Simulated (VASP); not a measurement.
La3N2: single point with PBE

The system is La3N2.

```
CELL_PARAMETERS angstrom
-1.84390 2.68906 5.67106
1.84390 -2.68906 5.67106
1.84390 2.68906 -5.67106
ATOMIC_POSITIONS crystal
La 0.31876 0.31876 0.00000
La 0.68124 0.68124 0.00000
La 0.00000 0.00000 0.00000
N 0.16989 0.66989 0.50000
N 0.83011 0.33011 0.50000
```

```yaml
Program: VASP 6.6.1
Task: single point
Functional: PBE
Potentials_or_basis: VASP PAW PBE potentials, release 64 (La, N)
Cutoff: 520 eV
k_mesh: 6 × 6 × 6
Occupations: gaussian, width 0.1 eV
Spin: no spin polarisation
Dipole_correction: no
Further_INCAR_settings: ALGO = Normal; EDIFF = 1e-07; NBANDS = 30
```

| Quantity | Value |
| --- | --- |
| Pressure | -0.1 GPa |
| Largest force | 0.031 eV/Å |
| Band gap on the k mesh | zero (an odd number of electrons rules out a gap without spin polarisation) |

Forces on the atoms (eV/Å):
```
La   0.000  0.000 -0.016
La   0.000  0.000  0.016
La   0.000  0.000  0.000
N    0.000  0.000  0.031
N    0.000  0.000 -0.031
```

Levels at points of the mesh, in eV from the Fermi level:
```tsv
k point	band 19	band 20	band 21	band 22	band 23	band 24	band 25	band 26
(0.00, 0.00, 0.00)	-2.08	-1.67	-1.54	0.73	1.02	1.38	1.53	1.65
(0.50, 0.00, 0.00)	-2.71	-2.32	-0.11	-0.08	0.76	0.80	1.19	2.02
(0.00, 0.50, 0.00)	-1.80	-1.67	-1.23	-0.51	-0.01	0.76	1.43	2.16
(0.50, 0.50, 0.00)	-2.08	-2.04	0.00	0.66	0.77	1.09	1.47	1.49
(0.50, 0.50, 0.50)	-2.07	-1.41	-1.39	-0.72	0.85	0.85	1.36	1.80
```

Wall time 8.1 min on 1 thread of Intel(R) Xeon(R) Platinum 8488C (Sapphire Rapids), on a shared host, peak memory 0.44 GiB.

Caveat: spin-orbit coupling is left out, which moves the levels of the heavy elements.
